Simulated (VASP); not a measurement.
# Al (P3m1) in VASP: a series of runs, part 2 of 3

VASP 6.6.1.

### 3 Single point, PBEsol (atom 1 (Al) moved +0.400 Å along Cartesian [0 0 1])

INCAR

```
SYSTEM = Al
PREC = Accurate
ENCUT = 520
EDIFF = 1E-6
ISMEAR = 0
SIGMA = 0.15
LREAL = .FALSE.
LASPH = .TRUE.
NELM = 60
ALGO = Fast
ISIF = 2
LWAVE = .FALSE.
LCHARG = .FALSE.
GGA = PS
NBANDS = 14
```

KPOINTS

```
Automatic mesh
0
G
  18 18 6
  0 0 0
```

POSCAR

```
Al
1.0
    2.8362844918      0.0000000000      0.0000000000
   -1.4181422459      2.4562944222      0.0000000000
    0.0000000000      0.0000000000      9.3221494563
Al
4
Direct
    0.0000000000      0.0000000000      0.0429085590
    0.3333333333      0.6666666667      0.2500000000
    0.0000000000      0.0000000000      0.5000000000
    0.6666666667      0.3333333333      0.7500000000
```

Potentials or basis: VASP PAW PBE potentials, release 64 (Al).

Launch:

```
cat potpaw_PBE.64/Al/POTCAR > POTCAR
mpirun -np 1 vasp_std > vasp.out
```

OUTCAR:

```text
SYSTEM = Al
   PREC = Accurate
   ENCUT = 520
   EDIFF = 1E-6
   ISMEAR = 0
   LREAL = .FALSE.
   LASPH = .TRUE.
   NELM = 60
   ISIF = 2
   GGA = PS

 ion  position               nearest neighbor table
   1  0.000  0.000  0.043-   2 2.53   2 2.53   2 2.53   4 3.18   4 3.18   4 3.18
   2  0.333  0.667  0.250-   1 2.53   1 2.53   1 2.53   3 2.85   3 2.85   3 2.85
   3  0.000  0.000  0.500-   2 2.85   4 2.85   2 2.85   4 2.85   4 2.85   2 2.85
   4  0.667  0.333  0.750-   3 2.85   3 2.85   3 2.85   1 3.18   1 3.18   1 3.18

  LATTYP: Found a hexagonal cell.
[... 610 lines left out ...]
  --------------------------------------------------------------------------------------
  -------------------------------------------------------------------------------------
  Total        1.0076775      1.0076775      2.3397913      0.0000000      0.0000000      0.0000000
  in kB       24.8591261     24.8591261     57.7220092      0.0000000      0.0000000      0.0000000
  external PRESSURE =      35.8134205 kB  Pullay stress =       0.0000000 kB

 VOLUME and BASIS-vectors are now :
 -----------------------------------------------------------------------------
  energy-cutoff  :      520.00
  volume of cell :       64.95
      direct lattice vectors                 reciprocal lattice vectors
     2.836284492  0.000000000  0.000000000     0.352573941  0.203558660  0.000000000
    -1.418142246  2.456294422  0.000000000     0.000000000  0.407117319  0.000000000
     0.000000000  0.000000000  9.322149456     0.000000000  0.000000000  0.107271398

 POSITION                                       TOTAL-FORCE (eV/Angst)
 -----------------------------------------------------------------------------------
      0.00000      0.00000      0.40000         0.000000      0.000000     -2.447805
     -0.00000      1.63753      2.33054         0.000000      0.000000      1.920891
      0.00000      0.00000      4.66107        -0.000000      0.000000     -0.009756
      1.41814      0.81876      6.99161         0.000000     -0.000000      0.536670
 -----------------------------------------------------------------------------------
    total drift:                               -0.000000      0.000000      0.000036

  FREE ENERGIE OF THE ION-ELECTRON SYSTEM (eV)
  ---------------------------------------------------
  free  energy   TOTEN  =       -15.8801167583 eV

  energy  without entropy=      -15.8640540913  energy(sigma->0) =      -15.87208542
```

OSZICAR:

```text
N       E                     dE             d eps       ncg     rms          rms(c)
DAV:   1     0.596918739519E+01    0.59692E+01   -0.41875E+03  5656   0.667E+02
DAV:   2    -0.154650364285E+02   -0.21434E+02   -0.19796E+02  7356   0.909E+01
DAV:   3    -0.161979619523E+02   -0.73293E+00   -0.72450E+00  7658   0.139E+01
DAV:   4    -0.162036028417E+02   -0.56409E-02   -0.56401E-02  6764   0.151E+00
DAV:   5    -0.162036772813E+02   -0.74440E-04   -0.74439E-04  7614   0.178E-01    0.322E+00
RMM:   6    -0.159454728006E+02    0.25820E+00   -0.13349E-01  5959   0.106E+00    0.174E+00
RMM:   7    -0.159016461080E+02    0.43827E-01   -0.17846E-02  6072   0.544E-01    0.101E+00
RMM:   8    -0.158818018328E+02    0.19844E-01   -0.10642E-02  6531   0.447E-01    0.192E-01
RMM:   9    -0.158802376969E+02    0.15641E-02   -0.13954E-03  6541   0.209E-01    0.117E-01
RMM:  10    -0.158801572708E+02    0.80426E-04   -0.23316E-04  6784   0.100E-01    0.110E-01
RMM:  11    -0.158801368383E+02    0.20432E-04   -0.70901E-05  6583   0.450E-02    0.139E-01
RMM:  12    -0.158801164139E+02    0.20424E-04   -0.42477E-05  6467   0.304E-02    0.249E-02
RMM:  13    -0.158801167583E+02   -0.34439E-06   -0.54820E-06  6729   0.145E-02
   1 F= -.15880117E+02 E0= -.15872085E+02  d E =-.160627E-01
```

stdout:

```text
POSCAR found type information on POSCAR Al
 POSCAR found :  1 types and       4 ions
 scaLAPACK will be used
 -----------------------------------------------------------------------------
|                                                                             |
|                                                                             |
|     You enforced a specific xc type in the INCAR file but a different       |
|     I HOPE YOU KNOW WHAT YOU ARE DOING!                                     |
|                                                                             |
 -----------------------------------------------------------------------------

 LDA part: xc-table for (Slater+PW92), standard interpolation
 POSCAR, INCAR and KPOINTS ok, starting setup
 FFT: planning ... GRIDC
 FFT: planning ... GRID_SOFT
 FFT: planning ... GRID
 WAVECAR not read
 entering main loop
```

Run time: 2.6 min. Hardware: 1 thread of Intel Xeon 6975P-C (Granite Rapids), shared host; peak memory 0.27 GiB.

Results:

| Quantity | Value |
| --- | --- |
| Free energy | -15.8801 eV |
| Pressure | 3.6 GPa |
| Largest force | 2.448 eV/Å |
| Band gap on the k mesh | zero (bands 6 and 7 overlap by 5.14 eV) |

Forces on the atoms (eV/Å):
```
Al   0.000  0.000 -2.448
Al   0.000  0.000  1.921
Al   0.000  0.000 -0.010
Al   0.000  0.000  0.537
```

Stress tensor (GPa, compression positive):
```
2.49 0.00 0.00
0.00 2.49 0.00
0.00 0.00 5.77
```

Levels at points of the mesh, in eV from the Fermi level:
| k point | band 2 | band 3 | band 4 | band 5 | band 6 | band 7 | band 8 | band 9 | band 10 | band 11 |
| --- | --- | --- | --- | --- | --- | --- | --- | --- | --- | --- |
| (0.00, 0.00, 0.00) | -9.97 | -8.99 | -4.52 | -4.46 | 3.17 | 3.63 | 10.27 | 10.27 | 10.73 | 10.73 |
| (0.50, 0.00, 0.00) | -5.45 | -4.15 | -4.09 | -3.04 | -2.86 | 0.98 | 1.26 | 1.50 | 1.58 | 5.34 |
| (0.00, 0.00, 0.50) | -10.52 | -7.66 | -7.00 | -1.13 | -0.66 | 8.15 | 8.31 | 10.31 | 10.31 | 10.82 |
| (0.50, 0.00, 0.50) | -5.33 | -4.59 | -4.53 | -2.07 | -1.43 | -1.36 | -0.78 | 4.27 | 4.61 | 4.76 |

Caveat: the cell differs from its parent crystal (atom 1 (Al) moved +0.400 Å along Cartesian [0 0 1]); the cell stands under pressure; the PAW data sets were made with another functional, which shifts forces and pressure a little.

[end of part 2 of 3]
